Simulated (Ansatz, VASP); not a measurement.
Two plane-wave programs on Sr3YB2

```
CELL_PARAMETERS angstrom
3.10927 5.38542 0.00000
-3.10927 5.38542 0.00000
0.00000 0.00000 3.74649
ATOMIC_POSITIONS crystal
B 0.33330 0.33340 0.00000
B 0.66660 0.66670 0.00000
Sr 0.50000 0.50000 0.50000
Sr 0.50000 0.00000 0.50000
Sr 0.00000 0.50000 0.50000
Y 0.00000 0.00000 0.00000
```

Alike in both runs: task single point; functional r2SCAN; k mesh 6 × 6 × 9; occupations fermi-dirac, width 0.116 eV; no spin polarisation.

|  | VASP | Ansatz |
| --- | --- | --- |
| version | VASP 6.6.1 | Ansatz 0.2.0 |
| potentials or method | VASP PAW PBE potentials, release 64 (B, Sr_sv, Y_sv), cutoff 520 eV | PAW plane waves |
| valence electrons in the cell | 47 | 47 |

VASP gave:

| Item | Value |
| --- | --- |
| pressure (GPa) | 19.1 |
| traceless stress, the component that is largest in VASP (GPa) | 2.94 |

**Question.** Which values does Ansatz return?

**Answer.** Pressure (GPa): 18.6; traceless stress, the component that is largest in VASP (GPa): 2.91.

VASP's potentials were made for PBE, not for r2SCAN. Ansatz's warnings: structure snapped to symmetry.
